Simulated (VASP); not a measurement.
# Mg5Cd11O16 (P1) in VASP: a series of runs, part 4 of 4

VASP 6.6.1. Earlier steps stand in the parts before.

## 5. Relaxation of volume and atoms at fixed shape, PBEsol

This run uses another cell than the first one, of 11.72 Å³/atom.

File INCAR:

```
PREC     = Accurate       # precision mode
ENCUT    = 700            # plane-wave cutoff, eV
EDIFF    = 1E-7           # SCF threshold, eV
ISMEAR   = -1             # smearing method
SIGMA    = 0.05           # smearing width, eV
LREAL    = Auto         
LASPH    = True           # aspherical terms in the spheres
NELM     = 120            # most SCF steps
ALGO     = Normal         # electronic algorithm
ISIF     = 8              # what is computed and relaxed
LWAVE    = False          # write WAVECAR
LCHARG   = False          # write CHGCAR
GGA      = PS             # functional
IBRION   = 2              # ionic algorithm
NSW      = 100            # ionic steps
EDIFFG   = -0.03          # ionic threshold
ISYM     = -1           
GGA_COMPAT= False        
NELMIN   = 4            
KPAR     = 1
```

File KPOINTS:

```
explicit points
1
Reciprocal
  0.25000000   0.25000000   0.25000000 1
```

File POSCAR:

```
Mg5Cd11O16
1.0
    9.0859220000      0.0000000000      0.0000000000
    0.0000000000      9.0859220000      0.0000000000
    0.0000000000      0.0000000000      9.0859220000
O Cd Mg
32 22 10
Direct
    0.2517090000      0.9990010000      0.9967840000
    0.2455340000      0.0017260000      0.5019690000
    0.2521750000      0.5008410000      0.0012210000
    0.2485880000      0.5014260000      0.5007490000
    0.7538790000      0.9969360000      0.9998840000
    0.7502340000      0.9985490000      0.5034490000
    0.7459740000      0.4967310000      0.0018620000
    0.7509780000      0.5017110000      0.5035100000
    0.9984320000      0.2493870000      0.9992010000
    0.9963900000      0.2512120000      0.5009190000
    0.0005090000      0.7462570000      0.9988050000
    0.0010760000      0.7514350000      0.4993610000
    0.5030880000      0.2467260000      0.9954630000
    0.4992810000      0.2485110000      0.4983930000
    0.4975300000      0.7499680000      0.0019110000
    0.4978210000      0.7509590000      0.4971680000
    0.9989210000      0.0009340000      0.2493880000
    0.9978290000      0.9998560000      0.7504550000
    0.9990100000      0.4974400000      0.2489760000
    0.0011940000      0.5002240000      0.7505780000
    0.4987080000      0.9970070000      0.2499530000
    0.4991510000      0.0010610000      0.7509070000
    0.4992020000      0.4970700000      0.2480350000
    0.4980280000      0.4968920000      0.7459400000
    0.2482760000      0.2474730000      0.2531870000
    0.2540200000      0.2498960000      0.7499420000
    0.2521460000      0.7516900000      0.2499410000
    0.2513500000      0.7480610000      0.7484160000
    0.7511980000      0.2517480000      0.2508590000
    0.7483300000      0.2562520000      0.7486360000
    0.7530740000      0.7531370000      0.2492410000
    0.7514820000      0.7530640000      0.7485490000
    0.9993810000      0.9992890000      0.9979340000
    0.0034970000      0.0008820000      0.5008490000
    0.9975340000      0.4993530000      0.0005470000
    0.9969190000      0.5019080000      0.5000050000
    0.5003690000      0.0014760000      0.9994660000
    0.4968990000      0.9986030000      0.5048420000
    0.4999560000      0.5000380000      0.9991980000
    0.5003130000      0.5015550000      0.4960040000
    0.2516760000      0.2495300000      0.0036280000
    0.2473550000      0.2493230000      0.5005510000
    0.2494970000      0.7468110000      0.9991340000
    0.7491250000      0.2480340000      0.4995040000
    0.7479280000      0.7517650000      0.9987780000
    0.2528040000      0.0001010000      0.2478990000
    0.2510180000      0.4999290000      0.2523970000
    0.2492180000      0.4975840000      0.7503520000
    0.7479680000      0.0029880000      0.2521860000
    0.7492320000      0.4999440000      0.2508890000
    0.9956460000      0.2473580000      0.2496410000
    0.9936710000      0.7457680000      0.2513660000
    0.9994370000      0.7474340000      0.7525410000
    0.5016540000      0.7479460000      0.2481860000
    0.2521360000      0.7501970000      0.5015020000
    0.7497470000      0.2465620000      0.9992800000
    0.7519480000      0.7504170000      0.5016550000
    0.2508290000      0.9985390000      0.7465960000
    0.7473030000      0.9999510000      0.7523200000
    0.7492450000      0.4998710000      0.7489900000
    0.9994480000      0.2515950000      0.7503310000
    0.5014530000      0.2527450000      0.2489980000
    0.4983490000      0.2557640000      0.7519480000
    0.5012230000      0.7479170000      0.7509150000
```

The run is started by

```bash
$ cat potpaw_PBE.64/O/POTCAR potpaw_PBE.64/Cd/POTCAR potpaw_PBE.64/Mg/POTCAR > POTCAR
$ mpirun -np 4 vasp_std > vasp.out
```

Wall time 57 min (4 MPI ranks of Intel Xeon Platinum 8375C at 2.90GHz (Ice Lake), shared host); peak memory 0.46 GiB.

Results (log left out):

```
Free energy                           : -308.1589 eV
Relaxed volume                        : 12.03 Å³/atom
Relaxed cell                          : a = 9.166 Å, b = 9.166 Å, c = 9.166 Å, α = 90.00°, β = 90.00°, γ = 90.00°
Space group after relaxing (to 0.1 Å) : P1 (No. 1)
Energy gained by relaxing             : 54.1 meV/atom
Ionic steps                           : 22
Pressure after relaxing               : 0.0 GPa
Largest force after relaxing          : 0.025 eV/Å
Band gap on the k mesh                : 1.40 eV
```

Forces in eV/Å, atoms in the order of the input:
```
O    0.002  0.005  0.001
O   -0.003  0.007 -0.003
O    0.003 -0.009  0.003
O   -0.003 -0.005 -0.006
O   -0.001 -0.002 -0.002
O   -0.002  0.000  0.004
O   -0.003  0.002  0.008
O   -0.002 -0.001 -0.005
O    0.004  0.002 -0.002
O   -0.006  0.000  0.013
O   -0.002  0.000 -0.005
O    0.004 -0.002  0.000
O   -0.004 -0.004  0.002
O    0.007 -0.001 -0.021
O    0.005  0.000  0.000
O   -0.001  0.000 -0.011
O    0.003  0.007  0.001
O   -0.004  0.002  0.004
O   -0.009 -0.003  0.000
O   -0.001 -0.001  0.003
O   -0.005 -0.011 -0.003
O    0.012 -0.001 -0.004
O    0.004  0.008 -0.001
O    0.003 -0.003 -0.006
O   -0.012 -0.008 -0.001
O    0.024 -0.006  0.004
O    0.007  0.006 -0.008
O   -0.008  0.001 -0.009
O    0.007  0.003  0.011
O   -0.003 -0.001  0.004
O   -0.014 -0.001 -0.003
O    0.006 -0.005  0.003
Cd   0.001  0.003 -0.005
Cd  -0.003 -0.001  0.008
Cd  -0.004  0.000 -0.004
Cd  -0.005  0.000  0.005
Cd  -0.001 -0.004  0.007
Cd   0.003 -0.001 -0.004
Cd   0.006  0.011 -0.002
Cd   0.005 -0.001  0.000
Cd   0.001  0.001  0.007
Cd  -0.003  0.000 -0.004
Cd   0.000  0.004  0.004
Cd   0.002  0.001 -0.003
Cd   0.003  0.002  0.000
Cd   0.002  0.001  0.003
Cd   0.004 -0.008 -0.006
Cd   0.009 -0.008  0.002
Cd   0.002 -0.001  0.002
Cd   0.000  0.000  0.004
Cd  -0.004 -0.001 -0.002
Cd   0.002 -0.004 -0.006
Cd  -0.001  0.001  0.001
Cd  -0.003  0.002  0.005
Mg  -0.003  0.003 -0.002
Mg  -0.005 -0.001 -0.001
Mg   0.002  0.001 -0.005
Mg   0.002  0.004  0.001
Mg  -0.004 -0.002  0.002
Mg  -0.010  0.011 -0.003
Mg  -0.013 -0.002  0.003
Mg   0.003  0.004  0.012
Mg   0.004 -0.010  0.009
Mg   0.004  0.015  0.004
```

Stress tensor (GPa, compression positive):
```
 0.11 -0.20 -0.11
-0.20  0.10 -0.31
-0.11 -0.31 -0.21
```

Step by step:
| step | energy change (eV) | largest force (eV/Å) | pressure (GPa) | volume (Å³) |
| --- | --- | --- | --- | --- |
| 1 | 0.0000 | 2.1276 | 6.41 | 750.08 |
| 2 | -2.0237 | 0.7203 | -5.06 | 802.16 |
| 3 | -2.0695 | 0.8851 | -3.75 | 794.83 |
| 4 | -3.0143 | 0.4298 | -1.18 | 777.18 |
| 5 | -3.1879 | 0.4610 | 0.79 | 765.82 |
| 6 | -3.3485 | 0.3483 | 0.12 | 768.99 |
| 7 | -3.3838 | 0.2726 | -0.31 | 771.27 |
| 8 | -3.4221 | 0.1281 | 0.24 | 768.58 |
| 9 | -3.4275 | 0.1252 | 0.56 | 767.08 |
| 10 | -3.4409 | 0.0992 | -0.35 | 771.80 |
| 11 | -3.4418 | 0.0946 | -0.17 | 770.86 |
| 12 | -3.4496 | 0.0719 | -0.06 | 770.22 |
| 13 | -3.4524 | 0.0726 | 0.09 | 769.43 |
| 14 | -3.4577 | 0.0531 | -0.03 | 770.12 |
| 15 | -3.4584 | 0.0546 | -0.09 | 770.46 |
| 16 | -3.4611 | 0.0461 | 0.14 | 769.29 |
| 17 | -3.4611 | 0.0463 | 0.17 | 769.14 |
| 18 | -3.4629 | 0.0435 | -0.03 | 770.18 |
| 19 | -3.4629 | 0.0427 | -0.05 | 770.29 |
| 20 | -3.4640 | 0.0368 | -0.02 | 770.16 |
| 21 | -3.4646 | 0.0308 | 0.01 | 769.95 |
| 22 | -3.4654 | 0.0254 | 0.00 | 770.06 |

Final structure:
```xyz
64
Lattice="9.1659 0.0000 0.0000 0.0000 9.1659 0.0000 0.0000 0.0000 9.1659" Properties=species:S:1:pos:R:3 pbc="T T T"
O     2.2751    9.1445    8.9968
O     2.2914    9.0318    4.7307
O     2.2622    4.5942    9.1483
O     2.2875    4.7706    4.6230
O     6.8700    0.0758    9.0104
O     6.8799    9.0319    4.7319
O     6.8620    4.4790    9.0067
O     6.8791    4.7283    4.7381
O     9.0092    2.2792    9.0297
O     9.1532    2.2981    4.7021
O     9.1447    6.8582    0.0072
O     0.0081    6.8780    4.6248
O     4.7016    2.2849    9.1417
O     4.6041    2.2955    4.5735
O     4.5836    6.8638    9.0357
O     4.5933    6.8789    4.7202
O     0.0091    0.0310    2.2864
O     9.1188    0.1409    6.8728
O     9.1522    4.5476    2.2883
O     9.0186    4.4089    6.8710
O     4.5862    0.1503    2.2797
O     4.6213    0.0359    6.8722
O     4.5859    4.4310    2.2812
O     4.7001    4.4695    6.8725
O     2.4320    2.2876    2.2808
O     2.4270    2.1581    6.8643
O     2.3343    6.9037    2.4784
O     2.4373    7.0000    6.7760
O     6.7507    2.2812    2.1406
O     6.8244    2.2479    6.9438
O     6.8438    6.8745    2.4713
O     6.7425    6.8986    6.7830
Cd    9.1457    0.0141    9.1238
Cd    0.0005    9.1599    4.6232
Cd    9.1242    4.5466    9.1299
Cd    9.1526    4.5972    4.6183
Cd    4.5876    0.0166    9.1378
Cd    4.5891    0.0023    4.5999
Cd    4.5921    4.5553    9.1343
Cd    4.5953    4.5924    4.6087
Cd    2.2893    2.2707    9.1234
Cd    2.3041    2.2770    4.6091
Cd    2.2995    6.8849    9.1271
Cd    6.8595    2.2917    4.6016
Cd    6.8509    6.8640    9.1106
Cd    2.3090    0.0057    2.3164
Cd    2.3019    4.5922    2.3210
Cd    2.3076    4.5660    6.8628
Cd    6.8640    0.0032    2.2917
Cd    6.8549    4.5699    2.2938
Cd    9.1403    2.2906    2.2559
Cd    0.0029    6.8716    2.3405
Cd    9.1453    6.8949    6.8648
Cd    4.5875    6.8694    2.3311
Mg    2.3403    6.9090    4.6644
Mg    6.8358    2.2788    9.0929
Mg    6.8265    6.8766    4.6800
Mg    2.3509    0.0120    6.8484
Mg    6.8319    0.0216    6.8673
Mg    6.8326    4.5411    6.8678
Mg    9.0128    2.2610    6.8912
Mg    4.6103    2.2918    2.2282
Mg    4.6311    2.2664    6.9008
Mg    4.6042    6.9475    6.8388
```

Levels at points of the mesh, in eV from the valence-band top:
| k point | band 236 | band 237 | band 238 | band 239 | band 240 | band 241 |
| --- | --- | --- | --- | --- | --- | --- |
| (0.25, 0.25, 0.25) | -0.08 | -0.03 | 0.00 | 1.40 | 2.85 | 3.02 |

Caveat: the PAW data sets were made with another functional, which shifts forces and pressure a little; a shifted mesh leaves out Γ, where band edges can lie.

## 6. Summary

```csv
task,level,cell,k mesh,cutoff (eV),grid for exact exchange (PRECFOCK),share of exact exchange,screening parameter,gap on the mesh (eV),pressure (GPa),relaxed volume (Å³/atom),largest force (eV/Å)
single point,PBEsol,"a = 9.146 Å, 64 atoms, atomic positions A","1 × 1 × 1, shifted",520,-,-,-,1.43,1.2,-,0.12
relaxation of volume and atoms at fixed shape,PBEsol,"relaxed from a = 9.086 Å, 64 atoms, atomic positions B","1 × 1 × 1, shifted",600,-,-,-,1.40,0.0,12.04,0.02
single point,HSE06,"a = 9.146 Å, 64 atoms, atomic positions A",1 × 1 × 1,520,Fast,0.25,0.2079 1/Å,1.37,1.8,-,0.15
relaxation of volume and atoms at fixed shape,PBEsol,"relaxed from a = 9.086 Å, 64 atoms, atomic positions B","1 × 1 × 1, shifted",700,-,-,-,1.40,0.0,12.03,0.03
```

Alike in all rows: potentials or basis VASP PAW PBE potentials, release 64 (O, Cd, Mg); no spin polarisation; smearing fermi-dirac 0.05 eV.

Caveats: some runs use coarse meshes; the PAW data sets were made with another functional, which shifts forces and pressure a little; a shifted mesh leaves out Γ, where band edges can lie (at least some runs).

Absolute energies hang on the potentials; compare differences alone.
